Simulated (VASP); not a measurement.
# Cu (R-3m) in VASP: notebook

Runs on Cu. Level: PBE. Tasks: electric field gradients.

Everything below comes from runs of VASP 6.6.1. Logs are shortened: lines on timing, memory, paths and dates and some standing lists are left out, and cuts for length are marked.

**1. The cell of the first run**

Symmetry: R-3m, No. 166, trigonal system. The conventional cell has a = 2.582 Å, b = 2.582 Å, c = 6.136 Å, α = 90.00°, β = 90.00°, γ = 120.00°. Cu (site symmetry -3m) has 12 Cu at 2.53 to 2.58 Å within 3.3 Å.

**2. Electric field gradients, PBE (equal xy, yz and zx shear strains of -2 %)**

File INCAR:

```
ALGO     = Normal         # electronic algorithm
EDIFF    = 1E-8           # SCF threshold, eV
ENCUT    = 520            # plane-wave cutoff, eV
GGA      = PE             # functional
ISIF     = 2              # what is computed and relaxed
ISMEAR   = -1             # smearing method
LASPH    = T              # aspherical terms in the spheres
LCHARG   = F              # write CHGCAR
LEFG     = T            
LREAL    = F              # projectors in reciprocal space
LWAVE    = F              # write WAVECAR
NBANDS   = 12             # bands
NELM     = 100            # most SCF steps
PREC     = Accurate       # precision mode
SIGMA    = 0.08           # smearing width, eV
```

File KPOINTS:

```
k-points
0
Gamma
  19 19 19
```

File POSCAR:

```
Cu
1.0
   -0.0361500000      1.7894250000      1.7894250000
    1.7894250000     -0.0361500000      1.7894250000
    1.7894250000      1.7894250000     -0.0361500000
Cu
1
Direct
    0.0000000000      0.0000000000      0.0000000000
```

Potentials or basis: VASP PAW PBE potentials, release 64 (Cu).

Command:

```bash
cat potpaw_PBE.64/Cu/POTCAR > POTCAR
mpirun -np 1 vasp_std > vasp.out
```

OUTCAR:

```text
EDIFF = 1E-8
   ENCUT = 520
   GGA = PE
   ISIF = 2
   ISMEAR = -1
   LASPH = T
   LREAL = F
   NELM = 100
   PREC = Accurate

 ion  position               nearest neighbor table
   1  0.000  0.000  0.000-

  LATTYP: Found a trigonal (rhomboedric) cell.
 ALAT       =     2.5308872918
 COS(alpha) =     0.4797000918

  Lattice vectors:

 A1 = (  -0.0361500000,   1.7894250000,   1.7894250000)
 A2 = (   1.7894250000,  -0.0361500000,   1.7894250000)
 A3 = (   1.7894250000,   1.7894250000,  -0.0361500000)

Analysis of symmetry for initial positions (statically):
=====================================================================
 Subroutine PRICEL returns:
 Original cell was already a primitive cell.

 Routine SETGRP: Setting up the symmetry group for a
 trigonal (rhombohedral) supercell.

 Subroutine GETGRP returns: Found 12 space group operations
 (whereof 12 operations were pure point group operations)
 out of a pool of 12 trial point group operations.

The static configuration has the point symmetry D_3d.

Analysis of symmetry for dynamics (positions and initial velocities):
=====================================================================
 Subroutine PRICEL returns:
 Original cell was already a primitive cell.

 Routine SETGRP: Setting up the symmetry group for a
 trigonal (rhombohedral) supercell.

 Subroutine GETGRP returns: Found 12 space group operations
 (whereof 12 operations were pure point group operations)
 out of a pool of 12 trial point group operations.

The dynamic configuration has the point symmetry D_3d.

 Subroutine INISYM returns: Found 12 space group operations
 (whereof 12 operations are pure point group operations),
 and found     1 'primitive' translations

----------------------------------------------------------------------------------------

                                     Primitive cell

  volume of cell :      11.8068

  direct lattice vectors                    reciprocal lattice vectors
    -0.036150000  1.789425000  1.789425000    -0.271091552  0.276681068  0.276681068
[... 118 lines left out ...]
 maximum number of plane-waves:       331
   NGX =  9   NGY =  9   NGZ =  9

 number of electron      10.9999996 magnetization

 Free energy of the ion-electron system (eV)
  ---------------------------------------------------
  ext. energy  EPLUGINS =         0.00000000
  ---------------------------------------------------
  free energy    TOTEN  =        -3.72509694 eV

  energy without entropy =       -3.71813974  energy(sigma->0) =       -3.72161834

 E-fermi :   7.6260     XC(G=0): -12.7275

 val. band max:        7.6235284019   @ k =  -0.4737   0.4737   0.4211
 cond. band min:       7.6281991107   @ k =   0.4737   0.4737   0.3158
 fundamental gap:      0.0046707088
 Fermi energy:         7.6259824283

 k-point     1 :       0.0000    0.0000    0.0000
  band No.  band energies     occupation
      1      -1.7643      2.00000
      2       4.4974      2.00000
      3       4.4974      2.00000
      4       4.6605      2.00000
      5       5.3845      2.00000
      6       5.3845      2.00000
      7      30.0665      0.00000
      8      32.3474      0.00000
      9      32.3474      0.00000
     10      33.9650      0.00000
     11      34.9195      0.00000
     12      34.9195      0.00000
[... 331 lines left out ...]
 k-point    24 :      -0.2632    0.0526    0.0000
  band No.  band energies     occupation
      1       0.8663      2.00000
      2       4.2689      2.00000
      3       4.5951      2.00000
      4       4.7953      2.00000
      5       5.4563      2.00000
      6       5.6786      2.00000
      7      18.4304      0.00000
      8      27.2805      0.00000
      9      30.8276      0.00000
     10      32.4989      0.00000
     11      34.3014      0.00000
     12      35.6983      0.00000

 [... further k-points ...]
[... 5 lines left out ...]
  --------------------------------------------------------------------------------------
  -------------------------------------------------------------------------------------
  Total        0.1810219      0.1810219      0.1810219      0.1062539      0.1062539      0.1062539
  in kB       24.5645044     24.5645044     24.5645044     14.4185566     14.4185566     14.4185566
  external PRESSURE =      24.5645044 kB  Pullay stress =       0.0000000 kB

 VOLUME and BASIS-vectors are now :
 -----------------------------------------------------------------------------
  energy-cutoff  :      520.00
  volume of cell :       11.81
      direct lattice vectors                 reciprocal lattice vectors
    -0.036150000  1.789425000  1.789425000    -0.271091552  0.276681068  0.276681068
     1.789425000 -0.036150000  1.789425000     0.276681068 -0.271091552  0.276681068
     1.789425000  1.789425000 -0.036150000     0.276681068  0.276681068 -0.271091552

 POSITION                                       TOTAL-FORCE (eV/Angst)
 -----------------------------------------------------------------------------------
      0.00000      0.00000      0.00000         0.000000     -0.000000     -0.000000
 -----------------------------------------------------------------------------------
    total drift:                               -0.000000     -0.000000     -0.000000

  FREE ENERGIE OF THE ION-ELECTRON SYSTEM (eV)
  ---------------------------------------------------
  free  energy   TOTEN  =        -3.7250969361 eV

  energy  without entropy=       -3.7181397372  energy(sigma->0) =       -3.72161834

 Electric field gradients (V/A^2)
---------------------------------------------------------------------
 ion       V_xx      V_yy      V_zz      V_xy      V_xz      V_yz
---------------------------------------------------------------------
   1      -0.000    -0.000    -0.000    -0.459    -0.459    -0.459
---------------------------------------------------------------------

 Electric field gradients after diagonalization (V/A^2)
 (convention: |V_zz| > |V_xx| > |V_yy|)
----------------------------------------------------------------------
 ion       V_xx      V_yy      V_zz     asymmetry (V_yy - V_xx)/ V_zz
----------------------------------------------------------------------
   1       0.459     0.459    -0.918       0.000
----------------------------------------------------------------------

           NMR quadrupolar parameters

 Cq : quadrupolar parameter    Cq=e*Q*V_zz/h
 eta: asymmetry parameters     (V_yy - V_xx)/ V_zz
 Q  : nuclear electric quadrupole moment in mb (millibarn)
----------------------------------------------------------------------
 ion       Cq(MHz)       eta       Q (mb)
----------------------------------------------------------------------
   1      -0.002       0.000       1.000
----------------------------------------------------------------------
```

Run time: 52 s. Hardware: 1 thread of AMD EPYC 9R45 (Zen 5), shared host; peak memory 0.17 GiB.

Results:

```
Free energy : -3.7251 eV
Pressure    : 2.5 GPa
```

Stress tensor (GPa, compression positive):
```
2.46 1.44 1.44
1.44 2.46 1.44
1.44 1.44 2.46
```

Levels at points of the mesh, in eV from the Fermi level:
| k point | band 2 | band 3 | band 4 | band 5 | band 6 | band 7 | band 8 | band 9 | band 10 | band 11 |
| --- | --- | --- | --- | --- | --- | --- | --- | --- | --- | --- |
| (0.00, 0.00, 0.00) | -3.13 | -3.13 | -2.97 | -2.24 | -2.24 | 22.44 | 24.72 | 24.72 | 26.34 | 27.29 |

Electric field gradients, principal values (V/Å²):
| atom | least | middle | greatest (by size) |
| --- | --- | --- | --- |
| 1 Cu | 0.459 | 0.459 | -0.918 |

Caveat: the cell differs from its parent crystal (equal xy, yz and zx shear strains of -2 %); without QUAD_EFG the Cq values of the log hold for a quadrupole moment of 1 mb, not for the nuclei.

**3. Electric field gradients, PBE (equal xy, yz and zx shear strains of +1 %)**

File INCAR:

```
PREC = Accurate ; ENCUT = 520
EDIFF = 1E-8 ; ISMEAR = -1
SIGMA = 0.08 ; LREAL = F
LASPH = T ; NELM = 60
ALGO = Normal ; ISIF = 2
LWAVE = F ; LCHARG = F
GGA = PE ; LEFG = T
NBANDS = 12
```

File KPOINTS:

```
regular mesh
0
Gamma
  19 19 19
```

File POSCAR:

```
Cu
1.0
    0.0180750000      1.8165375000      1.8165375000
    1.8165375000      0.0180750000      1.8165375000
    1.8165375000      1.8165375000      0.0180750000
Cu
1
Direct
    0.0000000000      0.0000000000      0.0000000000
```

Potentials or basis: VASP PAW PBE potentials, release 64 (Cu).

Command:

```bash
cat potpaw_PBE.64/Cu/POTCAR > POTCAR
mpirun -np 1 vasp_std > vasp.out
```

OUTCAR:

```text
PREC = Accurate
   ENCUT = 520
   EDIFF = 1E-8
   ISMEAR = -1
   LREAL = F
   LASPH = T
   NELM = 60
   ISIF = 2
   GGA = PE

 ion  position               nearest neighbor table
   1  0.000  0.000  0.000-

  LATTYP: Found a trigonal (rhomboedric) cell.
 ALAT       =     2.5690355551
 COS(alpha) =     0.5099250056

  Lattice vectors:

 A1 = (   0.0180750000,   1.8165375000,   1.8165375000)
 A2 = (   1.8165375000,   0.0180750000,   1.8165375000)
 A3 = (   1.8165375000,   1.8165375000,   0.0180750000)

Analysis of symmetry for initial positions (statically):
=====================================================================
 Subroutine PRICEL returns:
 Original cell was already a primitive cell.

[... 542 lines left out ...]
  in kB       22.9660570     22.9660570     22.9660570     -7.5232084     -7.5232084     -7.5232084
  external PRESSURE =      22.9660570 kB  Pullay stress =       0.0000000 kB

 VOLUME and BASIS-vectors are now :
 -----------------------------------------------------------------------------
  energy-cutoff  :      520.00
  volume of cell :       11.81
      direct lattice vectors                 reciprocal lattice vectors
     0.018075000  1.816537500  1.816537500    -0.279391562  0.276638936  0.276638936
     1.816537500  0.018075000  1.816537500     0.276638936 -0.279391562  0.276638936
     1.816537500  1.816537500  0.018075000     0.276638936  0.276638936 -0.279391562

 POSITION                                       TOTAL-FORCE (eV/Angst)
 -----------------------------------------------------------------------------------
      0.00000      0.00000      0.00000        -0.000000      0.000000      0.000000
 -----------------------------------------------------------------------------------
    total drift:                               -0.000000     -0.000000     -0.000000

  FREE ENERGIE OF THE ION-ELECTRON SYSTEM (eV)
  ---------------------------------------------------
  free  energy   TOTEN  =        -3.7275320803 eV

  energy  without entropy=       -3.7203026673  energy(sigma->0) =       -3.72391737

 Electric field gradients (V/A^2)
---------------------------------------------------------------------
 ion       V_xx      V_yy      V_zz      V_xy      V_xz      V_yz
---------------------------------------------------------------------
   1      -0.000    -0.000    -0.000     0.279     0.279     0.279
---------------------------------------------------------------------

 Electric field gradients after diagonalization (V/A^2)
 (convention: |V_zz| > |V_xx| > |V_yy|)
----------------------------------------------------------------------
 ion       V_xx      V_yy      V_zz     asymmetry (V_yy - V_xx)/ V_zz
----------------------------------------------------------------------
   1      -0.279    -0.279     0.557       0.000
----------------------------------------------------------------------

           NMR quadrupolar parameters

 Cq : quadrupolar parameter    Cq=e*Q*V_zz/h
 eta: asymmetry parameters     (V_yy - V_xx)/ V_zz
 Q  : nuclear electric quadrupole moment in mb (millibarn)
----------------------------------------------------------------------
 ion       Cq(MHz)       eta       Q (mb)
----------------------------------------------------------------------
   1       0.001       0.000       1.000
----------------------------------------------------------------------
```

OSZICAR:

```text
N       E                     dE             d eps       ncg     rms          rms(c)
DAV:   1     0.424962452012E+02    0.42496E+02   -0.53852E+03 17800   0.154E+03
DAV:   2    -0.328374130279E+01   -0.45780E+02   -0.42234E+02 16508   0.204E+02
DAV:   3    -0.462511836526E+01   -0.13414E+01   -0.13312E+01 18988   0.401E+01
DAV:   4    -0.463352898738E+01   -0.84106E-02   -0.84094E-02 17900   0.280E+00
DAV:   5    -0.463360749357E+01   -0.78506E-04   -0.78506E-04 19336   0.275E-01    0.769E+00
DAV:   6    -0.410888830323E+01    0.52472E+00   -0.14543E+01 19220   0.722E+01    0.393E+00
DAV:   7    -0.374020141970E+01    0.36869E+00   -0.23035E+00 19208   0.287E+01    0.592E-01
DAV:   8    -0.372900136422E+01    0.11200E-01   -0.43972E-03 18184   0.892E-01    0.289E-01
DAV:   9    -0.372753116334E+01    0.14702E-02   -0.90257E-03 20164   0.165E+00    0.293E-02
DAV:  10    -0.372753321482E+01   -0.20515E-05   -0.38217E-05 24008   0.996E-02    0.845E-03
DAV:  11    -0.372753194761E+01    0.12672E-05   -0.97613E-07 19964   0.179E-02    0.290E-04
DAV:  12    -0.372753202579E+01   -0.78178E-07   -0.11998E-08 12884   0.131E-03    0.107E-04
DAV:  13    -0.372753207108E+01   -0.45290E-07   -0.34750E-09 11108   0.809E-04    0.198E-05
DAV:  14    -0.372753208032E+01   -0.92446E-08   -0.32004E-10  9524   0.258E-04
   1 F= -.37275321E+01 E0= -.37239174E+01  d E =-.722941E-02
```

stdout:

```text
POSCAR found type information on POSCAR Cu
 POSCAR found :  1 types and       1 ions
 scaLAPACK will be used
 LDA part: xc-table for (Slater+PW92), standard interpolation
 POSCAR, INCAR and KPOINTS ok, starting setup
 FFT: planning ... GRIDC
 FFT: planning ... GRID_SOFT
 FFT: planning ... GRID
 WAVECAR not read
 entering main loop
ion   1
```

Run time: 60 s. Hardware: 1 thread of AMD EPYC 9R45 (Zen 5), shared host; peak memory 0.17 GiB.

What came out:

```yaml
Free_energy: -3.7275 eV
Pressure: 2.3 GPa
```

Levels at points of the mesh, in eV from the Fermi level:
```csv
k point,band 3,band 4,band 5,band 6,band 7,band 8,band 9,band 10
"(0.00, 0.00, 0.00)",-3.05,-3.05,-2.25,-2.25,22.50,24.76,25.45,25.45
```

Electric field gradients, principal values (V/Å²):
| atom | least | middle | greatest (by size) |
| --- | --- | --- | --- |
| 1 Cu | -0.279 | -0.279 | 0.557 |

Caveat: the cell differs from its parent crystal (equal xy, yz and zx shear strains of +1 %); without QUAD_EFG the Cq values of the log hold for a quadrupole moment of 1 mb, not for the nuclei.
